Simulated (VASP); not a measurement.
Wanted: the native input for a VASP 6.6.1 run.

```
Task                   : single point
Functional             : LDA
Potentials or basis    : VASP PAW LDA potentials, release 64 (Ru_pv)
Cutoff                 : 520 eV
k mesh                 : 11 × 11 × 11
Occupations            : fermi-dirac, width 0.1 eV
Spin                   : no spin polarisation
Dipole correction      : no
Further INCAR settings : ALGO = Normal; EDIFF = 1e-06; NBANDS = 21
```

The structure of Ru lies in POSCAR:

```
Ru
1.0
    0.0000000000      2.6780858718      2.6780858718
    2.6780858718      0.0000000000      2.6780858718
    2.6780858718      2.6780858718      0.0000000000
Ru
2
Direct
    0.1250000000      0.1250000000      0.1250000000
    0.8750000000      0.8750000000      0.8750000000
```

One way to write it, as run:

INCAR

```
SYSTEM = Ru
PREC = Accurate
ENCUT = 520
EDIFF = 1E-6
ISMEAR = -1
SIGMA = 0.1
LREAL = .FALSE.
LASPH = .TRUE.
NELM = 80
ALGO = Normal
ISIF = 2
LWAVE = .FALSE.
LCHARG = .FALSE.
NBANDS = 21
```

KPOINTS

```
Automatic mesh
0
G
  11 11 11
  0 0 0
```

Potentials or basis: VASP PAW LDA potentials, release 64 (Ru_pv).

The run is started by

```sh
$ cat potpaw_LDA.64/Ru_pv/POTCAR > POTCAR
$ mpirun -np 1 vasp_std > vasp.out
```

Results of the run:

```yaml
Pressure: 0.9 GPa
Band_gap_on_the_k_mesh: zero (band 14 reaches 7.85 eV, above the bottom of band 15 at 6.96 eV)
```

Wall time 60 s on 1 thread of Intel Xeon 6975P-C, with other jobs on the host, peak memory 0.16 GiB.
